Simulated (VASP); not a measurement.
# H16CO7 in VASP: further runs

Runs on H16CO7. Level: PBE+D3(BJ). Tasks: single point.

All numbers are computed with VASP 6.6.1; they aren't measurements. Logs are shortened: lines on timing, memory, paths and dates and some standing lists are left out, and cuts for length are marked.

### 1 The cell of the first run

The cell holds a disordered packing, 24 atoms: a = 6.274 Å, b = 6.274 Å, c = 6.274 Å, α = 90.00°, β = 90.00°, γ = 90.00°.

### 2 Single point, PBE+D3(BJ)

Contents of INCAR:

```
PREC     = Accurate       # precision mode
ENCUT    = 520            # plane-wave cutoff, eV
EDIFF    = 1E-6           # SCF threshold, eV
ISMEAR   = -1             # smearing method
SIGMA    = 0.05           # smearing width, eV
LREAL    = Auto         
LASPH    = T              # aspherical terms in the spheres
NELM     = 80             # most SCF steps
ALGO     = Normal         # electronic algorithm
ISIF     = 2              # what is computed and relaxed
LWAVE    = F              # write WAVECAR
LCHARG   = F              # write CHGCAR
GGA      = PE             # functional
IVDW     = 12             # dispersion correction
NBANDS   = 49             # bands
```

Contents of KPOINTS:

```
regular mesh
0
Gamma
  1 1 1
```

Contents of POSCAR:

```
H16CO7
1.0
    6.2743050000      0.0000000000      0.0000000000
    0.0000000000      6.2743050000      0.0000000000
    0.0000000000      0.0000000000      6.2743050000
O H C
7 16 1
Direct
    0.4025784529      0.1107373645      0.8748060542
    0.0754665258     -0.1419121321      1.0716884181
    0.7022929233      0.7807398588      0.6335522420
    0.3266337865      0.4725463617      0.6764892685
    0.7774406886      0.4918632422      0.9700516631
    0.4777580943      0.6999340963      0.2041341631
    0.8692596232      0.2190840260      0.2687309590
    0.3672598001      0.2334760583      0.7744921549
    0.4746501804      0.1563838545      0.9996963807
    0.1439840747     -0.0391119016      0.9639952154
    0.1959260826     -0.2100949826      1.1342770235
    0.6316396796      0.8794918322      0.7220879444
    0.6934632601      0.6495540143      0.7115369750
    0.3797073939      0.5678238466      0.8002320576
    0.3893498961      0.5153240080      0.5493357432
    0.8251431832      0.3747666076      1.0660782350
    0.8865683131      0.6042740989      0.9759009165
    0.5569859929      0.6090236289      0.1042187143
    0.5566672325      0.7360177741      0.3369456856
    1.0116817719      0.4912416594      0.4177833242
    0.9518504440      0.0916117403      0.2083418004
    0.9997441948      0.2407119195      0.5812277216
    1.1643042536      0.2691453476      0.3382844793
    1.0192204555      0.3200991982      0.4237122677
```

Potentials or basis: VASP PAW PBE potentials, release 64 (O, H, C).

On the command line:

```bash
cat potpaw_PBE.64/O/POTCAR potpaw_PBE.64/H/POTCAR potpaw_PBE.64/C/POTCAR > POTCAR
mpirun -np 1 vasp_gam > vasp.out
```

OUTCAR:

```text
PREC = Accurate
   ENCUT = 520
   EDIFF = 1E-6
   ISMEAR = -1
   LREAL = Auto
   LASPH = T
   NELM = 80
   ISIF = 2
   GGA = PE
   IVDW = 12
 IVDW          = 12

 ion  position               nearest neighbor table
   1  0.403  0.111  0.875-   9 0.95   8 1.02
   2  0.075  0.858  0.072-  11 0.95  10 1.03
   3  0.702  0.781  0.634-  12 0.94  13 0.96
   4  0.327  0.473  0.676-  15 0.93  14 1.03
   5  0.777  0.492  0.970-  17 0.98  16 1.00
   6  0.478  0.700  0.204-  18 0.98  19 1.00
   7  0.869  0.219  0.269-  21 1.03  24 1.49
   8  0.367  0.233  0.774-   1 1.02
   9  0.475  0.156  1.000-   1 0.95
  10  0.144  0.961  0.964-   2 1.03
  11  0.196  0.790  0.134-   2 0.95
  12  0.632  0.879  0.722-   3 0.94
  13  0.693  0.650  0.712-   3 0.96
[... 8 lines left out ...]
  22  1.000  0.241  0.581-  24 1.11
  23  0.164  0.269  0.338-  24 1.10
  24  0.019  0.320  0.424-  20 1.08  23 1.10  22 1.11   7 1.49

  LATTYP: Found a simple cubic cell.
 ALAT       =     6.2743050000

  Lattice vectors:

 A1 = (   6.2743050000,   0.0000000000,   0.0000000000)
 A2 = (   0.0000000000,   6.2743050000,   0.0000000000)
 A3 = (   0.0000000000,   0.0000000000,   6.2743050000)

Analysis of symmetry for initial positions (statically):
=====================================================================
 Subroutine PRICEL returns:
 Original cell was already a primitive cell.

 Routine SETGRP: Setting up the symmetry group for a
 simple cubic supercell.

 Subroutine GETGRP returns: Found  1 space group operations
 (whereof  1 operations were pure point group operations)
 out of a pool of 48 trial point group operations.

The static configuration has the point symmetry C_1 .

Analysis of symmetry for dynamics (positions and initial velocities):
=====================================================================
 Subroutine PRICEL returns:
 Original cell was already a primitive cell.

 Routine SETGRP: Setting up the symmetry group for a
 simple cubic supercell.

 Subroutine GETGRP returns: Found  1 space group operations
 (whereof  1 operations were pure point group operations)
 out of a pool of 48 trial point group operations.

The dynamic configuration has the point symmetry C_1 .

 Subroutine INISYM returns: Found  1 space group operations
 (whereof  1 operations are pure point group operations),
 and found     1 'primitive' translations

----------------------------------------------------------------------------------------

                                     Primitive cell

  volume of cell :     247.0000

  direct lattice vectors                    reciprocal lattice vectors
     6.274305000  0.000000000  0.000000000     0.159380202  0.000000000  0.000000000
     0.000000000  6.274305000  0.000000000     0.000000000  0.159380202  0.000000000
     0.000000000  0.000000000  6.274305000     0.000000000  0.000000000  0.159380202

  length of vectors
     6.274305000  6.274305000  6.274305000     0.159380202  0.159380202  0.159380202

  position of ions in fractional coordinates (direct lattice)
     0.402578453  0.110737364  0.874806054
     0.075466526  0.858087868  0.071688418
     0.702292923  0.780739859  0.633552242
     0.326633786  0.472546362  0.676489268
     0.777440689  0.491863242  0.970051663
     0.477758094  0.699934096  0.204134163
[... 16 lines left out ...]
     0.164304254  0.269145348  0.338284479
     0.019220455  0.320099198  0.423712268

  ion indices of the primitive-cell ions
   primitive index   ion index
                 1           1
                 2           2
                 3           3
                 4           4
                 5           5
                 6           6
[... 16 lines left out ...]
                23          23
                24          24

----------------------------------------------------------------------------------------

 KPOINTS: regular mesh

Automatic generation of k-mesh.
 Grid dimensions read from file:
 generate k-points for:    1    1    1

 Generating k-lattice:

  Cartesian coordinates                     Fractional coordinates (reciprocal lattice)
     0.159380202  0.000000000  0.000000000     1.000000000  0.000000000  0.000000000
     0.000000000  0.159380202  0.000000000     0.000000000  1.000000000  0.000000000
     0.000000000  0.000000000  0.159380202     0.000000000  0.000000000  1.000000000

  Length of vectors
     0.159380202  0.159380202  0.159380202

  Shift w.r.t. Gamma in fractional coordinates (k-lattice)
     0.000000000  0.000000000  0.000000000

 Subroutine IBZKPT returns following result:
 ===========================================

 Found      1 irreducible k-points:

 Following reciprocal coordinates:
            Coordinates               Weight
  0.000000  0.000000  0.000000      1.000000
   k-points           NKPTS =      1   k-points in BZ     NKDIM =      1   number of bands    NBANDS=     49
   number of dos      NEDOS =    301   number of ions     NIONS =     24
   total plane-waves  NPLWV = 110592
   dimension x,y,z NGX =    48 NGY =   48 NGZ =   48
   dimension x,y,z NGXF=    96 NGYF=   96 NGZF=   96
   ions per type =               7  16   1
   NGX,Y,Z   is equivalent  to a cutoff of  12.72, 12.72, 12.72 a.u.
   NGXF,Y,Z  is equivalent  to a cutoff of  25.44, 25.44, 25.44 a.u.
 SYSTEM =  unknown system
   PREC   = accura    normal or accurate (medium, high low for compatibility)
   ISTART =      0    job   : 0-new  1-cont  2-samecut
   ICHARG =      2    charge: 1-file 2-atom 10-const
   ISPIN  =      1    spin polarized calculation?
   LNONCOLLINEAR =      F non collinear calculations
   LSORBIT =      F    spin-orbit coupling
   LASPH  =      T    aspherical Exc in radial PAW
   ENCUT  =  520.0 eV  38.22 Ry    6.18 a.u.  11.67 11.67 11.67*2*pi/ulx,y,z
   NELM   =     80;   NELMIN=  2; NELMDL= -5     # of ELM steps
   EDIFF  = 0.1E-05   stopping-criterion for ELM
   LREAL  =      T    real-space projection
   EDIFFG = 0.1E-04   stopping-criterion for IOM
   NSW    =      0    number of steps for IOM
   IBRION =     -1    ionic relax: 0-MD 1-quasi-New 2-CG
   NFREE  =      0    steps in history (QN), initial steepest desc. (CG)
   ISIF   =      2    stress and relaxation
   ISYM   =      2    0-nonsym 1-usesym 2-fastsym
   POTIM  = 0.5000    time-step for ionic-motion
   TEBEG  =    0.0;   TEEND  =   0.0 temperature during run
   PSTRESS=    0.0 pullay stress
   NELECT =      62.0000    total number of electrons
   NUPDOWN=      -1.0000    fix difference up-down
   EMIN   =  10.00;   EMAX   =-10.00  energy-range for DOS
   EFERMI =   0.00;   METHOD = LEGACY
   ISMEAR =    -1;   SIGMA  =   0.05  broadening in eV -4-tet -1-fermi 0-gaus
   EFERMI_NEDOS =   21; number of points for ismear=-14 and -15
   IALGO  =     38    algorithm
   IMIX   =      4    mixing-type and parameters
     AMIX     =   0.40;   BMIX     =  1.00
     AMIX_MAG =   1.60;   BMIX_MAG =  1.00
  volume/ion in A,a.u.               =      10.29        69.45
  Fermi-wavevector in a.u.,A,eV,Ry     =   1.032697  1.951515 14.510124  1.066464
  Thomas-Fermi vector in A             =   2.166908
   LORBIT       =      0    0 simple, 1 ext, 2 COOP (PROOUT), +10 PAW based schemes
   GGA     = PE    functional components
   LHFCALC =     F    Hartree Fock is set to
   AEXX    =    0.0000 exact exchange contribution
   IVDW    =    12    specifies the selected vdW correction
   LEPSILON=     F    determine dielectric tensor
   LRPA    =     F    only Hartree local field effects (RPA)
 non-spin polarized calculation
  energy-cutoff  :      520.00
  volume of cell :      247.00
 maximum number of plane-waves:      3334
 NGX is ok and might be reduce to    48
   NGX = 23   NGY = 23   NGZ = 23

 number of electron      62.0000005 magnetization

 Free energy of the ion-electron system (eV)
  ---------------------------------------------------
  ext. energy  EPLUGINS =         0.00000000
  ---------------------------------------------------
  free energy    TOTEN  =      -117.34845040 eV

  energy without entropy =     -117.34845040  energy(sigma->0) =     -117.34845040

 E-fermi :  -2.1534     XC(G=0):  -6.7079

 val. band max:       -3.4377035571   @ k =   0.0000   0.0000   0.0000
 cond. band min:       1.0585899164   @ k =   0.0000   0.0000   0.0000
 fundamental gap:      4.4962934735
 Fermi energy:        -2.1534496689

 k-point     1 :       0.0000    0.0000    0.0000
  band No.  band energies     occupation
      1     -22.9590      2.00000
      2     -22.4157      2.00000
      3     -22.2310      2.00000
      4     -21.9694      2.00000
      5     -21.7919      2.00000
      6     -21.7255      2.00000
[... 35 lines left out ...]
     42       6.8907      0.00000
     43       7.1555      0.00000
 [bands above 43 left out]

------------------------ aborting loop because EDIFF is reached ----------------------------------------

 Edisp (eV)   -0.80188

 E8    (eV) :    -0.1652

  FORCE on cell =-STRESS in cart. coord.  units (eV):
  Direction    XX          YY          ZZ          XY          YZ          ZX
  --------------------------------------------------------------------------------------
  -------------------------------------------------------------------------------------
  Total       1.82034    -0.73641    -2.83903    -1.02499    -2.36315    -0.04509
  in kB      11.80772    -4.77675   -18.41551    -6.64863   -15.32869    -0.29246
  external pressure =       -3.79 kB  Pullay stress =        0.00 kB

 VOLUME and BASIS-vectors are now :
 -----------------------------------------------------------------------------
  energy-cutoff  :      520.00
  volume of cell :      247.00
      direct lattice vectors                 reciprocal lattice vectors
     6.274305000  0.000000000  0.000000000     0.159380202  0.000000000  0.000000000
     0.000000000  6.274305000  0.000000000     0.000000000  0.159380202  0.000000000
     0.000000000  0.000000000  6.274305000     0.000000000  0.000000000  0.159380202

 POSITION                                       TOTAL-FORCE (eV/Angst)
 -----------------------------------------------------------------------------------
      2.52590      0.69480      5.48880        -1.117004     -0.742173     -1.690116
      0.47350      5.38391      0.44980        -0.987526      1.834261     -1.779103
      4.40640      4.89860      3.97510         0.554089     -0.476400     -1.738523
      2.04940      2.96490      4.24450        -0.621827      0.394736      4.130003
      4.87790      3.08610      6.08640        -0.220427      0.508023     -0.696098
      2.99760      4.39160      1.28080        -1.081673      0.407204      0.817000
[... 16 lines left out ...]
      1.03089      1.68870      2.12250         0.772588      0.421221      1.065432
      0.12060      2.00840      2.65850         0.049608     -2.363399     -1.656610
 -----------------------------------------------------------------------------------
    total drift:                                0.005071     -0.002533     -0.001531

  FREE ENERGIE OF THE ION-ELECTRON SYSTEM (eV)
  ---------------------------------------------------
  free  energy   TOTEN  =      -118.1503264330 eV

  energy  without entropy=     -118.1503264330  energy(sigma->0) =     -118.15032643
```

Wall time 16 s (1 thread of Intel Xeon Platinum 8559C (Emerald Rapids), shared host); peak memory 0.29 GiB.

Results:

```
Free energy                : -118.1503 eV
Pressure                   : -0.4 GPa
Largest force              : 4.195 eV/Å
Dispersion energy per atom : -0.033 eV
```

Forces on the atoms (eV/Å):
```
O   -1.117 -0.742 -1.690
O   -0.988  1.834 -1.779
O    0.554 -0.476 -1.739
O   -0.622  0.395  4.130
O   -0.220  0.508 -0.696
O   -1.082  0.407  0.817
O    0.357 -0.564 -0.063
H    0.617 -0.302  1.004
H    0.566  0.671  0.780
H   -0.245 -1.135  1.034
H    1.523 -0.546  0.774
H   -0.960  1.581  0.989
H    0.374 -0.932  0.496
H   -0.719 -1.193 -2.173
H    1.270  1.048 -2.087
H    0.043 -0.125  0.428
H    0.008  0.004  0.197
H    1.049 -0.010  0.547
H    0.183 -0.297 -0.827
H   -0.535  0.538  0.249
H   -0.931  0.667  0.620
H    0.051  0.612 -0.419
H    0.773  0.421  1.065
C    0.050 -2.363 -1.657
```

Levels at points of the mesh, in eV from the Fermi level:
| k point | band 28 | band 29 | band 30 | band 31 | band 32 | band 33 | band 34 | band 35 |
| --- | --- | --- | --- | --- | --- | --- | --- | --- |
| (0.00, 0.00, 0.00) | -1.97 | -1.90 | -1.78 | -1.28 | 3.21 | 5.62 | 6.40 | 6.78 |

Caveat: the k points lie up to 1.00 Å⁻¹ apart.

### 3 Single point, PBE+D3(BJ)

Contents of INCAR:

```
SYSTEM = H16CO7
  PREC = Accurate
  ENCUT = 520
  EDIFF = 1E-6
  ISMEAR = -1
  SIGMA = 0.05
  LREAL = Auto
  LASPH = .True.
  NELM = 80
  ALGO = Normal
  ISIF = 2
  LWAVE = .False.
  LCHARG = .False.
  GGA = PE
  IVDW = 12
  NBANDS = 49
```

Contents of KPOINTS:

```
regular mesh
0
Gamma
  1 1 1
  0 0 0
```

Contents of POSCAR:

```
H16CO7
1.0
    6.2743050000      0.0000000000      0.0000000000
    0.0000000000      6.2743050000      0.0000000000
    0.0000000000      0.0000000000      6.2743050000
O H C
7 16 1
Direct
    0.4247482390      0.0432557869      0.8778183400
    0.0872765988     -0.1324768241      1.0853632394
    0.7177528029      0.7583469404      0.6323409525
    0.3296141963      0.4552695478      0.7563228118
    0.7878482159      0.5289032012      1.0180091660
    0.4457226737      0.7061658622      0.2583712459
    0.8728934918      0.1662335510      0.3065040670
    0.3935415954      0.1864270226      0.8084242000
    0.5425620846      0.0611382456      0.9840293068
    0.2015362658     -0.0754346497      0.9857187370
    0.1766888922     -0.2282324496      1.1696116144
    0.6145700600      0.8683670940      0.6381423919
    0.7040142295      0.6947701777      0.7743805888
    0.1960695248      0.5271978331      0.7614707924
    0.3290882416      0.3949282032      0.6095973976
    0.8779617822      0.4093999256      1.0522918475
    0.8396467816      0.6559770365      1.0745572617
    0.5117857675      0.5859931897      0.1881642668
    0.5016970007      0.7204941424      0.4007933946
    1.0430796718      0.4568633498      0.2889403687
    0.9408691481      0.0439092457      0.2579409194
    1.0136421484      0.3383004173      0.5577032038
    1.2024120600      0.2168048891      0.3478632295
    1.0459803915      0.2988219412      0.3849669406
```

Potentials or basis: VASP PAW PBE potentials, release 64 (O, H, C).

On the command line:

```bash
cat potpaw_PBE.64/O/POTCAR potpaw_PBE.64/H/POTCAR potpaw_PBE.64/C/POTCAR > POTCAR
mpirun -np 1 vasp_gam > vasp.out
```

Wall time 16 s (1 thread of Intel Xeon Platinum 8559C (Emerald Rapids), shared host); peak memory 0.3 GiB.

The run converged. Its results:

* Free energy: -117.7118 eV
* Pressure: 0.5 GPa
* Largest force: 3.363 eV/Å
* Dispersion energy per atom: -0.033 eV

Forces in eV/Å, atoms in the order of the input:
```
O    0.606  0.733 -0.175
O    0.245  0.050 -0.668
O    0.706 -0.937 -0.172
O    0.982 -1.007 -1.145
O   -1.900 -1.744 -1.473
O   -1.043  0.386 -0.427
O   -0.725  3.029  1.269
H    0.393 -0.867  1.327
H   -1.007  0.128 -0.845
H   -0.634  0.082  0.509
H    0.396 -0.065  0.398
H   -0.828  1.447  0.267
H    0.162 -0.468 -0.212
H   -1.078  0.635  0.295
H    0.150  0.679  0.661
H    0.136 -0.256  0.353
H    1.541  1.962  0.959
H    0.615 -0.317 -0.065
H    0.684 -0.406  0.535
H    0.257 -1.193  1.126
H    1.249 -2.700 -1.324
H    0.367 -0.384 -0.901
H   -0.574  0.399  0.534
C   -0.703  0.816 -0.824
```

Stress tensor (GPa, compression positive):
```
 0.04 -1.16  1.11
-1.16  2.28  1.02
 1.11  1.02 -0.87
```

Levels at points of the mesh, in eV from the Fermi level:
| k point | band 27 | band 28 | band 29 | band 30 | band 31 | band 32 | band 33 | band 34 | band 35 | band 36 |
| --- | --- | --- | --- | --- | --- | --- | --- | --- | --- | --- |
| (0.00, 0.00, 0.00) | -2.39 | -2.16 | -1.79 | -1.68 | -1.27 | 3.05 | 5.32 | 5.94 | 6.49 | 6.74 |

Caveat: the k points lie up to 1.00 Å⁻¹ apart.
